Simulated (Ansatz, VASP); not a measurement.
## Two plane-wave programs on Rb

INCAR

```
PREC = Accurate
ENCUT = 520
EDIFF = 1E-7
ISMEAR = 0
SIGMA = 0.15
LREAL = F
LASPH = T
NELM = 80
ALGO = Fast
ISIF = 2
LWAVE = F
LCHARG = F
GGA = PS
NBANDS = 10
```

File KPOINTS:

```
regular mesh
0
Gamma
  14 14 14
```

File POSCAR:

```
Rb
1.0
   -2.1603617127      2.8443372356      2.8443372356
    2.8443372356     -2.1603617127      2.8443372356
    2.8443372356      2.8443372356     -2.1603617127
Rb
1
Direct
    0.0000000000      0.0000000000      0.0000000000
```

Input for Ansatz:

```yaml
crystal:
  lattice:
    - [-2.1603617127, 2.8443372356, 2.8443372356]
    - [2.8443372356, -2.1603617127, 2.8443372356]
    - [2.8443372356, 2.8443372356, -2.1603617127]
  atoms:
    - { symbol: Rb, position: [0.0, 0.0, 0.0] }
basis:
  ecutwfc: 420
kpoints:
  mp_grid: { grid: [14, 14, 14] }
hamiltonian:
  xc: pbesol
scf:
  occupations: { method: gaussian, width: 0.15 }
output:
  forces: true
  stress: true
  eigenvalues: true
```

Alike in both runs: task single point; functional PBEsol; k mesh 14 × 14 × 14; occupations gaussian, width 0.15 eV; no spin polarisation.

```csv
,VASP,Ansatz
version,VASP 6.6.1,Ansatz 0.2.0
potentials or method,"VASP PAW PBE potentials, release 64 (Rb_sv), cutoff 520 eV","scalar-relativistic, plane waves, PAW"
valence electrons in the cell,9,9
```

```csv
,VASP,Ansatz,Ansatz less VASP
gap on the k mesh at the Fermi level (eV),none,none,-
pressure (GPa),0.0,0.0,0.00
"traceless stress, the component that is largest in VASP (GPa)",-0.20,-0.20,0.000
```

VASP's potentials were made for PBE, not for PBEsol. A gap of «none» marks a metal or a gap that the smearing closes.
